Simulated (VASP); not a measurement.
# Zn (P6_3/mmc) in VASP: notebook

Runs on Zn. Level: r2SCAN. Tasks: single point, relaxation of cell and atoms.

Program: VASP 6.6.1. These are calculated values, not measurements. Logs are shortened: lines on timing, memory, paths and dates and some standing lists are left out, and cuts for length are marked.

**1. The cell of the first run**

It takes space group P6_3/mmc (No. 194, hexagonal). The conventional cell has a = 2.613 Å, b = 2.613 Å, c = 4.883 Å, α = 90.00°, β = 90.00°, γ = 120.00°. Within 3.4 Å of Zn (site symmetry -6m2) lie 12 Zn at 2.61 to 2.87 Å.

**2. Single point, r2SCAN**

Input file POSCAR:

```
Zn
1.0
    2.6125239386      0.0000000000      0.0000000000
   -1.3062619693      2.2625120988      0.0000000000
    0.0000000000      0.0000000000      4.8828000379
Zn
2
Direct
    0.3333333333      0.6666666667      0.2500000000
    0.6666666667      0.3333333333      0.7500000000
```

Input file INCAR.step1:

```
  ALGO = Normal
  EDIFF = 1E-4
  ENCUT = 520
  GGA = PE
  ISMEAR = 0
  LASPH = T
  LCHARG = F
  LREAL = F
  LWAVE = T
  NBANDS = 19
  NELM = 80
  PREC = Accurate
  SIGMA = 0.1
```

Input file INCAR.step2:

```
  ALGO = Normal
  EDIFF = 1E-7
  ENCUT = 520
  ISIF = 2
  ISMEAR = 0
  ISTART = 1
  LASPH = T
  LCHARG = F
  LMIXTAU = T
  LREAL = F
  LWAVE = F
  METAGGA = R2SCAN
  NBANDS = 19
  NELM = 80
  PREC = Accurate
  SIGMA = 0.1
```

Input file KPOINTS:

```
k-points
0
Gamma
  10 10 5
```

Potentials or basis: VASP PAW PBE potentials, release 64 (Zn).

The run is started by

```sh
$ cat potpaw_PBE.64/Zn/POTCAR > POTCAR
$ cp INCAR.step1 INCAR
$ mpirun -np 1 vasp_std > vasp.out
$ cp INCAR.step2 INCAR
$ mpirun -np 1 vasp_std > vasp.out
```

OUTCAR:

```text
EDIFF = 1E-7
   ENCUT = 520
   ISIF = 2
   ISMEAR = 0
   ISTART = 1
   LASPH = T
   LREAL = F
   METAGGA = R2SCAN
   NELM = 80
   PREC = Accurate

 ion  position               nearest neighbor table
   1  0.333  0.667  0.250-   2 2.87   2 2.87   2 2.87   2 2.87   2 2.87   2 2.87
   2  0.667  0.333  0.750-   1 2.87   1 2.87   1 2.87   1 2.87   1 2.87   1 2.87

  LATTYP: Found a hexagonal cell.
 ALAT       =     2.6125239386
 C/A-ratio  =     1.8689972428

  Lattice vectors:

 A1 = (   2.6125239386,   0.0000000000,   0.0000000000)
 A2 = (  -1.3062619693,   2.2625120988,   0.0000000000)
 A3 = (   0.0000000000,   0.0000000000,   4.8828000379)

Analysis of symmetry for initial positions (statically):
=====================================================================
 Subroutine PRICEL returns:
 Original cell was already a primitive cell.

 Routine SETGRP: Setting up the symmetry group for a
 hexagonal supercell.

 Subroutine GETGRP returns: Found 24 space group operations
 (whereof 12 operations were pure point group operations)
 out of a pool of 24 trial point group operations.

The static configuration has the point symmetry D_3d.
 The point group associated with its full space group is D_6h.

Analysis of symmetry for dynamics (positions and initial velocities):
=====================================================================
 Subroutine PRICEL returns:
 Original cell was already a primitive cell.

 Routine SETGRP: Setting up the symmetry group for a
 hexagonal supercell.

 Subroutine GETGRP returns: Found 24 space group operations
 (whereof 12 operations were pure point group operations)
 out of a pool of 24 trial point group operations.

The dynamic configuration has the point symmetry D_3d.
 The point group associated with its full space group is D_6h.

 Subroutine INISYM returns: Found 24 space group operations
 (whereof 12 operations are pure point group operations),
 and found     1 'primitive' translations

----------------------------------------------------------------------------------------

                                     Primitive cell

  volume of cell :      28.8616

  direct lattice vectors                    reciprocal lattice vectors
     2.612523939  0.000000000  0.000000000     0.382771612  0.220993293  0.000000000
    -1.306261969  2.262512099  0.000000000     0.000000000  0.441986587  0.000000000
     0.000000000  0.000000000  4.882800038     0.000000000  0.000000000  0.204800523

  length of vectors
     2.612523939  2.612523939  4.882800038     0.441986587  0.441986587  0.204800523

  position of ions in fractional coordinates (direct lattice)
     0.333333333  0.666666667  0.250000000
     0.666666667  0.333333333  0.750000000

  ion indices of the primitive-cell ions
   primitive index   ion index
                 1           1
                 2           2

----------------------------------------------------------------------------------------

 KPOINTS: k-points

Automatic generation of k-mesh.
 Grid dimensions read from file:
 generate k-points for:   10   10    5

 Generating k-lattice:

  Cartesian coordinates                     Fractional coordinates (reciprocal lattice)
     0.038277161  0.022099329  0.000000000     0.100000000  0.000000000  0.000000000
     0.000000000  0.044198659  0.000000000     0.000000000  0.100000000  0.000000000
     0.000000000  0.000000000  0.040960105     0.000000000  0.000000000  0.200000000

  Length of vectors
     0.044198659  0.044198659  0.040960105

  Shift w.r.t. Gamma in fractional coordinates (k-lattice)
     0.000000000  0.000000000  0.000000000

 Subroutine IBZKPT returns following result:
 ===========================================

 Found     42 irreducible k-points:

 Following reciprocal coordinates:
            Coordinates               Weight
  0.000000  0.000000  0.000000      1.000000
  0.100000  0.000000  0.000000      6.000000
  0.200000  0.000000  0.000000      6.000000
  0.300000 -0.000000  0.000000      6.000000
  0.400000 -0.000000  0.000000      6.000000
  0.500000 -0.000000  0.000000      3.000000
[... 16 lines left out ...]
  0.300000  0.100000  0.200000     24.000000
  0.400000  0.100000  0.200000     24.000000
 [... further k-points ...]
   k-points           NKPTS =     42   k-points in BZ     NKDIM =     42   number of bands    NBANDS=     19
   number of dos      NEDOS =    301   number of ions     NIONS =      2
   total plane-waves  NPLWV =  14400
   dimension x,y,z NGX =    20 NGY =   20 NGZ =   36
   dimension x,y,z NGXF=    40 NGYF=   40 NGZF=   72
   ions per type =               2
   NGX,Y,Z   is equivalent  to a cutoff of  12.73, 12.73, 12.26 a.u.
   NGXF,Y,Z  is equivalent  to a cutoff of  25.45, 25.45, 24.51 a.u.
 SYSTEM =  unknown system
   PREC   = accura    normal or accurate (medium, high low for compatibility)
   ISTART =      1    job   : 0-new  1-cont  2-samecut
   ICHARG =      0    charge: 1-file 2-atom 10-const
   ISPIN  =      1    spin polarized calculation?
   LNONCOLLINEAR =      F non collinear calculations
   LSORBIT =      F    spin-orbit coupling
   LASPH  =      T    aspherical Exc in radial PAW
   ENCUT  =  520.0 eV  38.22 Ry    6.18 a.u.   4.86  4.86  9.08*2*pi/ulx,y,z
   NELM   =     80;   NELMIN=  2; NELMDL=  0     # of ELM steps
   EDIFF  = 0.1E-06   stopping-criterion for ELM
   LREAL  =      F    real-space projection
   EDIFFG = 0.1E-05   stopping-criterion for IOM
   NSW    =      0    number of steps for IOM
   IBRION =     -1    ionic relax: 0-MD 1-quasi-New 2-CG
   NFREE  =      0    steps in history (QN), initial steepest desc. (CG)
   ISIF   =      2    stress and relaxation
   ISYM   =      2    0-nonsym 1-usesym 2-fastsym
   POTIM  = 0.5000    time-step for ionic-motion
   TEBEG  =    0.0;   TEEND  =   0.0 temperature during run
   PSTRESS=    0.0 pullay stress
   NELECT =      24.0000    total number of electrons
   NUPDOWN=      -1.0000    fix difference up-down
   EMIN   =  10.00;   EMAX   =-10.00  energy-range for DOS
   EFERMI =   0.00;   METHOD = LEGACY
   ISMEAR =     0;   SIGMA  =   0.10  broadening in eV -4-tet -1-fermi 0-gaus
   EFERMI_NEDOS =   21; number of points for ismear=-14 and -15
   IALGO  =     38    algorithm
   IMIX   =      4    mixing-type and parameters
     AMIX     =   0.40;   BMIX     =  1.00
     AMIX_MAG =   1.60;   BMIX_MAG =  1.00
  volume/ion in A,a.u.               =      14.43        97.38
  Fermi-wavevector in a.u.,A,eV,Ry     =   1.539472  2.909181 32.245465  2.369975
  Thomas-Fermi vector in A             =   2.645695
   LORBIT       =      0    0 simple, 1 ext, 2 COOP (PROOUT), +10 PAW based schemes
   METAGGA = R2SCAN    functional components
   LHFCALC =     F    Hartree Fock is set to
   AEXX    =    0.0000 exact exchange contribution
   IVDW    =     0    specifies the selected vdW correction
   LEPSILON=     F    determine dielectric tensor
   LRPA    =     F    only Hartree local field effects (RPA)
 non-spin polarized calculation
 Gauss-broadening in eV      SIGMA  =   0.10
  energy-cutoff  :      520.00
  volume of cell :       28.86
 maximum number of plane-waves:       800
 NGX is ok and might be reduce to    20
   NGX =  9   NGY =  9   NGZ = 19

 number of electron      24.0000029 magnetization

 Free energy of the ion-electron system (eV)
  ---------------------------------------------------
  ext. energy  EPLUGINS =         0.00000000
  ---------------------------------------------------
  free energy    TOTEN  =       -17.81549072 eV

  energy without entropy =      -17.81388081  energy(sigma->0) =      -17.81468577

 E-fermi :   3.1545     XC(G=0): -12.9474

 val. band max:        3.0896829951   @ k =   0.1000   0.0000   0.2000
 cond. band min:       3.2857094087   @ k =   0.4000  -0.0000   0.0000
 fundamental gap:      0.1960264136
 Fermi energy:         3.1545358537

 k-point     1 :       0.0000    0.0000    0.0000
  band No.  band energies     occupation
      1      -7.9438      2.00000
      2      -5.8758      2.00000
      3      -5.0457      2.00000
      4      -4.7706      2.00000
      5      -4.7705      2.00000
      6      -4.7155      2.00000
[... 11 lines left out ...]
     18      24.1099      0.00000
     19      24.2541      0.00000

 k-point     2 :       0.1000    0.0000    0.0000
  band No.  band energies     occupation
      1      -7.6215      2.00000
      2      -5.7339      2.00000
      3      -5.0141      2.00000
      4      -4.8026      2.00000
      5      -4.7484      2.00000
      6      -4.6931      2.00000
[... 11 lines left out ...]
     18      22.4238      0.00000
     19      24.6995      0.00000

 k-point     3 :       0.2000    0.0000    0.0000
  band No.  band energies     occupation
      1      -6.7104      2.00000
      2      -5.4530      2.00000
      3      -4.9712      2.00000
      4      -4.8625      2.00000
      5      -4.7616      2.00000
      6      -4.6825      2.00000
[... 11 lines left out ...]
     18      20.5889      0.00000
     19      20.6274      0.00000

 k-point     4 :       0.3000   -0.0000    0.0000
  band No.  band energies     occupation
      1      -5.7235      2.00000
      2      -5.4245      2.00000
      3      -5.0860      2.00000
      4      -4.8327      2.00000
      5      -4.6740      2.00000
      6      -4.6383      2.00000
[... 407 lines left out ...]
     18      18.2184      0.00000
     19      20.9672      0.00000

 k-point    23 :       0.3000    0.1000    0.2000
  band No.  band energies     occupation
      1      -5.4677      2.00000
      2      -5.3824      2.00000
      3      -5.1440      2.00000
      4      -4.9780      2.00000
      5      -4.6831      2.00000
      6      -4.5242      2.00000
[... 11 lines left out ...]
     18      16.9768      0.00000
     19      19.4058      0.00000

 k-point    24 :       0.4000    0.1000    0.2000
  band No.  band energies     occupation
      1      -5.5137      2.00000
      2      -5.4933      2.00000
      3      -5.2261      2.00000
      4      -4.9819      2.00000
      5      -4.6506      2.00000
      6      -4.4775      2.00000
[... 11 lines left out ...]
     18      16.3256      0.00000
     19      20.8554      0.00000

 [... further k-points ...]

------------------------ aborting loop because EDIFF is reached ----------------------------------------

  FORCE on cell =-STRESS in cart. coord.  units (eV):
  Direction    XX          YY          ZZ          XY          YZ          ZX
  --------------------------------------------------------------------------------------
  -------------------------------------------------------------------------------------
  Total        0.0975250      0.0975250      0.0663278      0.0000000      0.0000000      0.0000000
  in kB        5.4138532      5.4138532      3.6820174      0.0000000      0.0000000      0.0000000
  external PRESSURE =       4.8365746 kB  Pullay stress =       0.0000000 kB

 VOLUME and BASIS-vectors are now :
 -----------------------------------------------------------------------------
  energy-cutoff  :      520.00
  volume of cell :       28.86
      direct lattice vectors                 reciprocal lattice vectors
     2.612523939  0.000000000  0.000000000     0.382771612  0.220993293  0.000000000
    -1.306261969  2.262512099  0.000000000     0.000000000  0.441986587  0.000000000
     0.000000000  0.000000000  4.882800038     0.000000000  0.000000000  0.204800523

 POSITION                                       TOTAL-FORCE (eV/Angst)
 -----------------------------------------------------------------------------------
     -0.00000      1.50834      1.22070        -0.000000      0.000000      0.000000
      1.30626      0.75417      3.66210         0.000000     -0.000000      0.000000
 -----------------------------------------------------------------------------------
    total drift:                               -0.000000      0.000000      0.000000

  FREE ENERGIE OF THE ION-ELECTRON SYSTEM (eV)
  ---------------------------------------------------
  free  energy   TOTEN  =       -17.8154907249 eV

  energy  without entropy=      -17.8138808052  energy(sigma->0) =      -17.81468577
```

Wall time 74 s (1 thread of Intel Xeon 6975P-C, shared host); peak memory 0.15 GiB.

What came out:

* Free energy: -17.8155 eV
* Pressure: 0.5 GPa
* Band gap on the k mesh: zero (band 12 reaches 4.51 eV, above the bottom of band 13 at 0.19 eV)

Stress tensor (GPa, compression positive):
```
0.54 0.00 0.00
0.00 0.54 0.00
0.00 0.00 0.37
```

Caveat: the PAW data sets were made with another functional, which shifts forces and pressure a little.

[end of part 1 of 2]
